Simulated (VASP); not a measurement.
A run of VASP 6.6.1:

The input INCAR:

```
SYSTEM = HgTe
AGGAC = 1.0 ; AGGAX = 1.0
ALDAC = 0.0 ; ALDAX = 1.0
ALGO = Normal ; EDIFF = 1E-7
ENCUT = 520 ; GGA = B5
ISIF = 2 ; ISMEAR = -1
LASPH = .True. ; LCHARG = .False.
LREAL = .False. ; LWAVE = .False.
NBANDS = 16 ; NELM = 100
PREC = Accurate ; SIGMA = 0.05
```

Contents of KPOINTS:

```
k-points
0
Gamma
  7 7 7
  0 0 0
```

POSCAR

```
HgTe
1.0
    0.0000000000      3.2145000000      3.2145000000
    3.2145000000      0.0000000000      3.2145000000
    3.2145000000      3.2145000000      0.0000000000
Hg Te
1 1
Direct
    0.0000000000      0.0000000000      0.0000000000
    0.7500000000      0.7500000000      0.7500000000
```

Potentials or basis: VASP PAW PBE potentials, release 64 (Hg, Te).

Run with:

```console
$ cat potpaw_PBE.64/Hg/POTCAR potpaw_PBE.64/Te/POTCAR > POTCAR
$ mpirun -np 1 vasp_std > vasp.out
```

Hardware: 1 thread of AMD EPYC 9R45 96-Core Processor (Zen 5) (shared host).

**Question.** How long does it take, and how much memory?

**Answer.** Wall time 30 s on 1 thread of AMD EPYC 9R45 96-Core Processor (Zen 5), on a shared host, peak memory 0.18 GiB. Counts: scf iterations 13, k points 20.
